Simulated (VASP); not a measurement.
# CuF (P6_3mc) in VASP: a series of runs, part 2 of 2

VASP 6.6.1.

### 3 Relaxation of cell and atoms, LDA

The input, INCAR:

```
SYSTEM = CuF
ALGO = Normal
EDIFF = 1E-6
EDIFFG = -0.005
ENCUT = 600
IBRION = 2
ISIF = 3
ISMEAR = -1
LASPH = .True.
LCHARG = .False.
LREAL = .False.
LWAVE = .False.
NELM = 60
NSW = 80
PREC = Accurate
SIGMA = 0.02
```

The input, KPOINTS:

```
k-points
0
Gamma
  12 12 4
  0 0 0
```

The input, POSCAR:

```
CuF
1.0
    2.8644951773      0.0000000000      0.0000000000
   -1.4322475886      2.4807255925      0.0000000000
    0.0000000000      0.0000000000      6.8077462040
Cu F
2 2
Direct
    0.3333333333      0.6666666667      0.0460751685
    0.6666666667      0.3333333333      0.5460751685
    0.3333333333      0.6666666667      0.3289248315
    0.6666666667      0.3333333333      0.8289248315
```

Potentials or basis: VASP PAW LDA potentials, release 64 (Cu, F).

Started as:

```
$ cat potpaw_LDA.64/Cu/POTCAR potpaw_LDA.64/F/POTCAR > POTCAR
$ mpirun -np 1 vasp_std > vasp.out
```

OUTCAR:

```text
SYSTEM = CuF
   EDIFF = 1E-6
   EDIFFG = -0.005
   ENCUT = 600
   IBRION = 2
   ISIF = 3
   ISMEAR = -1
   LASPH = .True.
   LREAL = .False.
   NELM = 60
   NSW = 80
   PREC = Accurate

 ion  position               nearest neighbor table
   1  0.333  0.667  0.046-   3 1.93   4 2.22   4 2.22   4 2.22
   2  0.667  0.333  0.546-   4 1.93   3 2.22   3 2.22   3 2.22
   3  0.333  0.667  0.329-   1 1.93   2 2.22   2 2.22   2 2.22
   4  0.667  0.333  0.829-   2 1.93   1 2.22   1 2.22   1 2.22

  LATTYP: Found a hexagonal cell.
 ALAT       =     2.8644951773
 C/A-ratio  =     2.3765954497

  Lattice vectors:

 A1 = (   2.8644951773,   0.0000000000,   0.0000000000)
 A2 = (  -1.4322475886,   2.4807255925,   0.0000000000)
 A3 = (   0.0000000000,   0.0000000000,   6.8077462040)

Analysis of symmetry for initial positions (statically):
=====================================================================
 Subroutine PRICEL returns:
 Original cell was already a primitive cell.

 Routine SETGRP: Setting up the symmetry group for a
 hexagonal supercell.

 Subroutine GETGRP returns: Found 12 space group operations
 (whereof  6 operations were pure point group operations)
 out of a pool of 24 trial point group operations.

The static configuration has the point symmetry C_3v.
 The point group associated with its full space group is C_6v.

Analysis of symmetry for dynamics (positions and initial velocities):
=====================================================================
 Subroutine PRICEL returns:
 Original cell was already a primitive cell.

 Routine SETGRP: Setting up the symmetry group for a
 hexagonal supercell.

 Subroutine GETGRP returns: Found 12 space group operations
 (whereof  6 operations were pure point group operations)
 out of a pool of 24 trial point group operations.

The dynamic configuration has the point symmetry C_3v.
 The point group associated with its full space group is C_6v.

 Subroutine INISYM returns: Found 12 space group operations
 (whereof  6 operations are pure point group operations),
 and found     1 'primitive' translations

----------------------------------------------------------------------------------------

                                     Primitive cell

  volume of cell :      48.3760

  direct lattice vectors                    reciprocal lattice vectors
     2.864495177  0.000000000  0.000000000     0.349101653  0.201553933  0.000000000
    -1.432247589  2.480725592  0.000000000     0.000000000  0.403107866  0.000000000
     0.000000000  0.000000000  6.807746204     0.000000000  0.000000000  0.146891492

  length of vectors
     2.864495177  2.864495177  6.807746204     0.403107866  0.403107866  0.146891492

  position of ions in fractional coordinates (direct lattice)
     0.333333333  0.666666667  0.046075169
     0.666666667  0.333333333  0.546075169
     0.333333333  0.666666667  0.328924831
     0.666666667  0.333333333  0.828924831

  ion indices of the primitive-cell ions
   primitive index   ion index
                 1           1
                 2           2
                 3           3
                 4           4

----------------------------------------------------------------------------------------

 KPOINTS: k-points

Automatic generation of k-mesh.
 Grid dimensions read from file:
 generate k-points for:   12   12    4

 Generating k-lattice:

  Cartesian coordinates                     Fractional coordinates (reciprocal lattice)
     0.029091804  0.016796161  0.000000000     0.083333333  0.000000000  0.000000000
     0.000000000  0.033592322  0.000000000     0.000000000  0.083333333  0.000000000
     0.000000000  0.000000000  0.036722873     0.000000000  0.000000000  0.250000000

  Length of vectors
     0.033592322  0.033592322  0.036722873

  Shift w.r.t. Gamma in fractional coordinates (k-lattice)
     0.000000000  0.000000000  0.000000000

 Subroutine IBZKPT returns following result:
 ===========================================

 Found     57 irreducible k-points:

 Following reciprocal coordinates:
            Coordinates               Weight
  0.000000  0.000000  0.000000      1.000000
  0.083333  0.000000  0.000000      6.000000
  0.166667  0.000000  0.000000      6.000000
  0.250000  0.000000  0.000000      6.000000
  0.333333  0.000000  0.000000      6.000000
  0.416667  0.000000  0.000000      6.000000
[... 16 lines left out ...]
  0.250000  0.000000  0.250000     12.000000
  0.333333  0.000000  0.250000     12.000000
 [... further k-points ...]
   k-points           NKPTS =     57   k-points in BZ     NKDIM =     57   number of bands    NBANDS=     22
   number of dos      NEDOS =    301   number of ions     NIONS =      4
   total plane-waves  NPLWV =  31104
   dimension x,y,z NGX =    24 NGY =   24 NGZ =   54
   dimension x,y,z NGXF=    48 NGYF=   48 NGZF=  108
   ions per type =               2   2
   NGX,Y,Z   is equivalent  to a cutoff of  13.93, 13.93, 13.19 a.u.
   NGXF,Y,Z  is equivalent  to a cutoff of  27.86, 27.86, 26.37 a.u.
 SYSTEM =  CuF
   PREC   = accura    normal or accurate (medium, high low for compatibility)
   ISTART =      0    job   : 0-new  1-cont  2-samecut
   ICHARG =      2    charge: 1-file 2-atom 10-const
   ISPIN  =      1    spin polarized calculation?
   LNONCOLLINEAR =      F non collinear calculations
   LSORBIT =      F    spin-orbit coupling
   LASPH  =      T    aspherical Exc in radial PAW
   ENCUT  =  600.0 eV  44.10 Ry    6.64 a.u.   5.72  5.72 13.60*2*pi/ulx,y,z
   NELM   =     60;   NELMIN=  2; NELMDL= -5     # of ELM steps
   EDIFF  = 0.1E-05   stopping-criterion for ELM
   LREAL  =      F    real-space projection
   EDIFFG = -.5E-02   stopping-criterion for IOM
   NSW    =     80    number of steps for IOM
   IBRION =      2    ionic relax: 0-MD 1-quasi-New 2-CG
   NFREE  =      1    steps in history (QN), initial steepest desc. (CG)
   ISIF   =      3    stress and relaxation
   ISYM   =      2    0-nonsym 1-usesym 2-fastsym
   POTIM  = 0.5000    time-step for ionic-motion
   TEBEG  =    0.0;   TEEND  =   0.0 temperature during run
   PSTRESS=    0.0 pullay stress
   NELECT =      36.0000    total number of electrons
   NUPDOWN=      -1.0000    fix difference up-down
   EMIN   =  10.00;   EMAX   =-10.00  energy-range for DOS
   EFERMI =   0.00;   METHOD = LEGACY
   ISMEAR =    -1;   SIGMA  =   0.02  broadening in eV -4-tet -1-fermi 0-gaus
   EFERMI_NEDOS =   21; number of points for ismear=-14 and -15
   IALGO  =     38    algorithm
   IMIX   =      4    mixing-type and parameters
     AMIX     =   0.40;   BMIX     =  1.00
     AMIX_MAG =   1.60;   BMIX_MAG =  1.00
  volume/ion in A,a.u.               =      12.09        81.61
  Fermi-wavevector in a.u.,A,eV,Ry     =   1.483539  2.803482 29.944895  2.200888
  Thomas-Fermi vector in A             =   2.597188
   LORBIT       =      0    0 simple, 1 ext, 2 COOP (PROOUT), +10 PAW based schemes
   GGA     = CA    functional components
   LHFCALC =     F    Hartree Fock is set to
   AEXX    =    0.0000 exact exchange contribution
   IVDW    =     0    specifies the selected vdW correction
   LEPSILON=     F    determine dielectric tensor
   LRPA    =     F    only Hartree local field effects (RPA)
 conjugate gradient relaxation of ions
 non-spin polarized calculation
  energy-cutoff  :      600.00
  volume of cell :       48.38
 maximum number of plane-waves:      1636
 NGX is ok and might be reduce to    24
   NGX = 11   NGY = 11   NGZ = 27

--------------------------------------- Ionic step        1  -------------------------------------------

 number of electron      35.9999993 magnetization

 Free energy of the ion-electron system (eV)
  ---------------------------------------------------
  ext. energy  EPLUGINS =         0.00000000
  ---------------------------------------------------
  free energy    TOTEN  =       -17.46163754 eV

  energy without entropy =      -17.46133100  energy(sigma->0) =      -17.46148427

 E-fermi :   2.9392     XC(G=0): -11.4000

 val. band max:        2.9274150914   @ k =   0.0000   0.0000   0.0000
 cond. band min:       3.0900648916   @ k =   0.0833   0.0000   0.0000
 fundamental gap:      0.1626498002
 Fermi energy:         2.9392314658

 k-point     1 :       0.0000    0.0000    0.0000
  band No.  band energies     occupation
      1     -20.4506      2.00000
      2     -20.3178      2.00000
      3      -4.8010      2.00000
      4      -3.4271      2.00000
      5      -1.2074      2.00000
      6      -1.2074      2.00000
[... 698 lines left out ...]
  FREE ENERGIE OF THE ION-ELECTRON SYSTEM (eV)
  ---------------------------------------------------
  free  energy   TOTEN  =       -17.6486431015 eV

  energy  without entropy=      -17.6485986188  energy(sigma->0) =      -17.64862086

[... ionic steps 4 to 10 ...]

--------------------------------------- Ionic step       11  -------------------------------------------

 number of electron      36.0000011 magnetization

------------------------ aborting loop because EDIFF is reached ----------------------------------------
[... 71 lines left out ...]
--------------------------------------- Ionic step       13  -------------------------------------------

 number of electron      36.0000011 magnetization

 Free energy of the ion-electron system (eV)
  ---------------------------------------------------
  ext. energy  EPLUGINS =         0.00000000
  ---------------------------------------------------
  free energy    TOTEN  =       -17.70379187 eV

  energy without entropy =      -17.70364196  energy(sigma->0) =      -17.70371691

 E-fermi :   4.4568     XC(G=0): -12.2345

 val. band max:        4.3632971599   @ k =   0.4167   0.0000   0.0000
 cond. band min:       4.4798073920   @ k =   0.0000   0.0000   0.0000
 fundamental gap:      0.1165102322
 Fermi energy:         4.4568318099

 k-point     1 :       0.0000    0.0000    0.0000
  band No.  band energies     occupation
      1     -19.7080      2.00000
      2     -19.5231      2.00000
      3      -4.3023      2.00000
      4      -2.7129      2.00000
      5       0.0583      2.00000
      6       0.0583      2.00000
[... 622 lines left out ...]
  FREE ENERGIE OF THE ION-ELECTRON SYSTEM (eV)
  ---------------------------------------------------
  free  energy   TOTEN  =       -17.7037918664 eV

  energy  without entropy=      -17.7036419632  energy(sigma->0) =      -17.70371691

 reached required accuracy - stopping structural energy minimisation
```

OSZICAR:

```text
N       E                     dE             d eps       ncg     rms          rms(c)
DAV:   1     0.374287101414E+03    0.37429E+03   -0.19614E+04  2556   0.282E+03
DAV:   2     0.364244977272E+02   -0.33786E+03   -0.32316E+03  2574   0.479E+02
DAV:   3    -0.179437685289E+02   -0.54368E+02   -0.52743E+02  3546   0.220E+02
DAV:   4    -0.196513661458E+02   -0.17076E+01   -0.16969E+01  3242   0.406E+01
[... 120 lines left out ...]
       N       E                     dE             d eps       ncg     rms          rms(c)
DAV:   1    -0.177038009011E+02   -0.12080E-04   -0.68995E-04  3754   0.326E-01    0.260E-02
DAV:   2    -0.177037940350E+02    0.68661E-05   -0.72728E-05  3204   0.168E-01    0.865E-03
DAV:   3    -0.177037921868E+02    0.18482E-05   -0.10787E-05  2358   0.911E-02    0.528E-03
DAV:   4    -0.177037918664E+02    0.32037E-06   -0.54429E-07  1260   0.227E-02
  13 F= -.17703792E+02 E0= -.17703717E+02  d E =-.137874E-03
```

It took 3.7 min on 1 thread of Intel Xeon 6975P-C (Granite Rapids), shared host; peak memory 0.2 GiB.

Results:

| Quantity | Value |
| --- | --- |
| Free energy | -17.7038 eV |
| Relaxed volume | 10.45 Å³/atom |
| Relaxed cell | a = 2.691 Å, b = 2.691 Å, c = 6.669 Å, α = 90.00°, β = 90.00°, γ = 120.00° |
| Space group after relaxing (to 0.1 Å) | P6_3mc (No. 186) |
| Energy gained by relaxing | 60.5 meV/atom |
| Ionic steps | 13 |
| Pressure after relaxing | 0.0 GPa |
| Largest force after relaxing | 0.003 eV/Å |
| Band gap on the k mesh | 0.12 eV (least direct gap 0.48 eV) |

Forces in eV/Å, atoms in the order of the input:
```
Cu   0.000  0.000  0.003
Cu   0.000  0.000  0.003
F    0.000  0.000 -0.003
F    0.000  0.000 -0.003
```

Step by step:
| step | energy change (eV) | largest force (eV/Å) | pressure (GPa) | volume (Å³) |
| --- | --- | --- | --- | --- |
| 1 | 0.0000 | 0.0497 | -11.26 | 48.38 |
| 2 | -0.1693 | 0.4804 | 3.08 | 42.66 |
| 3 | -0.1870 | 0.3539 | -1.00 | 43.85 |
| 4 | -0.2218 | 0.2589 | 0.44 | 42.52 |
| 5 | -0.2220 | 0.2097 | 0.15 | 42.63 |
| 6 | -0.2338 | 0.1572 | -0.61 | 42.51 |
| 7 | -0.2394 | 0.0806 | -1.53 | 42.34 |
| 8 | -0.2398 | 0.1348 | 0.92 | 41.51 |
| 9 | -0.2420 | 0.0256 | -0.30 | 41.90 |
| 10 | -0.2420 | 0.0305 | -0.17 | 41.89 |
| 11 | -0.2422 | 0.0035 | -0.08 | 41.82 |
| 12 | -0.2422 | 0.0069 | 0.07 | 41.81 |
| 13 | -0.2422 | 0.0034 | 0.01 | 41.82 |

Final structure:
```cif
data_structure
_symmetry_space_group_name_H-M 'P 1'
_symmetry_Int_Tables_number 1
_cell_length_a 2.6908
_cell_length_b 2.6908
_cell_length_c 6.6690
_cell_angle_alpha 90.000
_cell_angle_beta 90.000
_cell_angle_gamma 120.000
_cell_volume 41.82
loop_
_atom_site_label
_atom_site_type_symbol
_atom_site_fract_x
_atom_site_fract_y
_atom_site_fract_z
_atom_site_occupancy
Cu1 Cu 0.33333 0.66667 0.04663 1
Cu2 Cu 0.66667 0.33333 0.54663 1
F1 F 0.33333 0.66667 0.32837 1
F2 F 0.66667 0.33333 0.82837 1
```

Caveat: the structure was generated, so it needn't be the stable form of CuF; semilocal functionals underestimate gaps, and a narrow one can read as zero. A k mesh can miss the band edges.

### 4 Relaxation of cell and atoms, r2SCAN

POSCAR is that of step 3.

The input, INCAR.step1:

```
SYSTEM = CuF
PREC = Accurate
ENCUT = 600
ISMEAR = -1
SIGMA = 0.02
LREAL = .False.
LASPH = .True.
NELM = 80
GGA = PE
ALGO = Normal
EDIFF = 1E-4
LWAVE = .True.
LCHARG = .False.
```

The input, INCAR.step2:

```
SYSTEM = CuF
PREC = Accurate
ENCUT = 600
EDIFF = 1E-6
ISMEAR = -1
SIGMA = 0.02
LREAL = .False.
LASPH = .True.
NELM = 80
ALGO = Normal
ISIF = 3
LWAVE = .False.
LCHARG = .False.
METAGGA = R2SCAN
LMIXTAU = .True.
IBRION = 2
NSW = 80
EDIFFG = -0.005
ISTART = 1
```

The input, KPOINTS:

```
Automatic mesh
0
Gamma
  12 12 4
  0 0 0
```

Potentials or basis: VASP PAW PBE potentials, release 64 (Cu, F).

Started as:

```
$ cat potpaw_PBE.64/Cu/POTCAR potpaw_PBE.64/F/POTCAR > POTCAR
$ cp INCAR.step1 INCAR
$ mpirun -np 1 vasp_std > vasp.out
$ cp INCAR.step2 INCAR
$ mpirun -np 1 vasp_std > vasp.out
```

It took 24 min on 1 thread of Intel Xeon 6975P-C (Granite Rapids), shared host; peak memory 0.23 GiB.

The run converged. Its results:

```yaml
Free_energy: -32.2199 eV
Relaxed_volume: 11.31 Å³/atom
Relaxed_cell: a = 2.785 Å, b = 2.785 Å, c = 6.735 Å, α = 90.00°, β = 90.00°, γ = 120.00°
Space_group_after_relaxing_to_0.1_Å: P6_3mc (No. 186)
Energy_gained_by_relaxing: 12.4 meV/atom
Ionic_steps: 22
Pressure_after_relaxing: 0.0 GPa
Largest_force_after_relaxing: 0.005 eV/Å
Band_gap_on_the_k_mesh: 0.35 eV (least direct gap 0.77 eV)
```

Forces in eV/Å, atoms in the order of the input:
```
Cu   0.000  0.000  0.005
Cu   0.000  0.000  0.005
F    0.000  0.000 -0.005
F    0.000  0.000 -0.005
```

The path:
| step | energy change (eV) | largest force (eV/Å) | pressure (GPa) | volume (Å³) |
| --- | --- | --- | --- | --- |
| 1 | 0.0000 | 0.0866 | -5.13 | 48.38 |
| 2 | -0.0372 | 0.1587 | 0.95 | 45.71 |
| 3 | -0.0393 | 0.1434 | -0.28 | 46.19 |
| 4 | -0.0464 | 0.0921 | -0.05 | 45.67 |
| 5 | -0.0464 | 0.0911 | -0.07 | 45.67 |
| 6 | -0.0483 | 0.0623 | -0.17 | 45.57 |
| 7 | -0.0486 | 0.0271 | -0.51 | 45.27 |
| 8 | -0.0494 | 0.0134 | -0.38 | 45.40 |
| 9 | -0.0494 | 0.0274 | 0.29 | 45.16 |
| 10 | -0.0496 | 0.0057 | -0.05 | 45.28 |
| 11 | -0.0496 | 0.0070 | -0.03 | 45.28 |
| 12 | -0.0496 | 0.0063 | -0.07 | 45.28 |
| 13 | -0.0496 | 0.0026 | -0.07 | 45.25 |
| 14 | -0.0496 | 0.0086 | 0.18 | 45.23 |
| 15 | -0.0496 | 0.0056 | -0.11 | 45.25 |
| 16 | -0.0496 | 0.0069 | 0.03 | 45.24 |
| 17 | -0.0496 | 0.0058 | 0.01 | 45.24 |
| 18 | -0.0496 | 0.0053 | -0.15 | 45.24 |
| 19 | -0.0496 | 0.0027 | 0.05 | 45.22 |
| 20 | -0.0496 | 0.0034 | 0.05 | 45.22 |
| 21 | -0.0496 | 0.0037 | 0.04 | 45.23 |
| 22 | -0.0496 | 0.0046 | 0.01 | 45.23 |

Final structure:
```cif
data_structure
_symmetry_space_group_name_H-M 'P 1'
_symmetry_Int_Tables_number 1
_cell_length_a 2.7848
_cell_length_b 2.7848
_cell_length_c 6.7353
_cell_angle_alpha 90.000
_cell_angle_beta 90.000
_cell_angle_gamma 120.000
_cell_volume 45.23
loop_
_atom_site_label
_atom_site_type_symbol
_atom_site_fract_x
_atom_site_fract_y
_atom_site_fract_z
_atom_site_occupancy
Cu1 Cu 0.33333 0.66667 0.04577 1
Cu2 Cu 0.66667 0.33333 0.54577 1
F1 F 0.33333 0.66667 0.32923 1
F2 F 0.66667 0.33333 0.82923 1
```

Levels at points of the mesh, in eV from the valence-band top:
| k point | band 16 | band 17 | band 18 | band 19 | band 20 | band 21 |
| --- | --- | --- | --- | --- | --- | --- |
| (0.00, 0.00, 0.00) | -0.93 | -0.42 | -0.42 | 0.35 | 3.54 | 6.40 |
| (0.50, 0.00, 0.00) | -0.29 | -0.18 | -0.09 | 4.26 | 4.95 | 6.53 |
| (0.00, 0.00, 0.50) | -0.65 | -0.65 | -0.65 | 1.48 | 1.48 | 9.12 |
| (0.50, 0.00, 0.50) | -0.51 | -0.24 | -0.24 | 4.41 | 4.41 | 7.43 |

Caveat: the structure was generated, so it needn't be the stable form of CuF; semilocal functionals underestimate gaps, and a narrow one can read as zero; the PAW data sets were made with another functional, which shifts forces and pressure a little. A k mesh can miss the band edges.

### 5 The runs side by side

```csv
level,potentials or basis,gap on the mesh (eV),pressure (GPa),relaxed volume (Å³/atom)
PBEsol,"VASP PAW PBE potentials, release 64 (Cu, F)",0.07,0.1,11.08
LDA,"VASP PAW LDA potentials, release 64 (Cu, F)",0.12,0.0,10.45
r2SCAN,"VASP PAW PBE potentials, release 64 (Cu, F)",0.35,0.0,11.31
```

Alike in all rows: task relaxation of cell and atoms; no spin polarisation; cell relaxed; k mesh 12 × 12 × 4; cutoff (eV) 600; smearing fermi-dirac 0.02 eV.

Caveats: the structure was generated, so it needn't be the stable form of CuF; semilocal functionals underestimate gaps, and a narrow one can read as zero; the PAW data sets were made with another functional, which shifts forces and pressure a little (at least some runs); the smearing spreads over this small gap (at least some runs).

Absolute energies hang on the potentials; compare differences alone.

The gap in the log of VASP goes by the Fermi energy; the results here count the filled bands.